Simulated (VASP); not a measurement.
## Te3Se: single point with PBE

Te3Se:

```
Te Se
1.0
     7.86009    0.00000    0.00000
    -3.93004    6.80703    0.00000
     0.00000    0.00000    4.30216
Te Se
6 2
Direct
  0.17126 0.34252 0.25000
  0.17126 0.82874 0.25000
  0.65748 0.82874 0.25000
  0.82874 0.65748 0.75000
  0.82874 0.17126 0.75000
  0.34252 0.17126 0.75000
  0.33333 0.66667 0.75000
  0.66667 0.33333 0.25000
```

- Program: VASP 6.6.1
- Task: single point
- Functional: PBE
- Potentials or basis: VASP PAW PBE potentials, release 64 (Te, Se)
- Cutoff: 520 eV
- k mesh: 5 × 5 × 8
- Occupations: fermi-dirac, width 0.02 eV
- Spin: no spin polarisation

| Quantity | Value |
| --- | --- |
| Pressure | -0.1 GPa |
| Band gap on the k mesh | zero (bands 24 and 25 overlap by 1.09 eV) |

Stress tensor (GPa, compression positive):
```
 0.25  0.00  0.00
 0.00  0.25  0.00
 0.00  0.00 -0.77
```

Levels at points of the mesh, in eV from the Fermi level:
| k point | band 22 | band 23 | band 24 | band 25 | band 26 | band 27 |
| --- | --- | --- | --- | --- | --- | --- |
| (0.00, 0.00, 0.00) | -1.01 | -0.98 | -0.98 | -0.53 | -0.53 | 0.94 |
| (0.00, 0.00, 0.50) | -0.76 | -0.36 | -0.36 | -0.36 | -0.36 | 0.70 |

Wall time 2.1 min on 1 thread of AMD EPYC 9R45 96-Core Processor (Zen 5), with other jobs on the host, peak memory 0.38 GiB.

Caveat: spin-orbit coupling is left out, which moves the levels of the heavy elements.
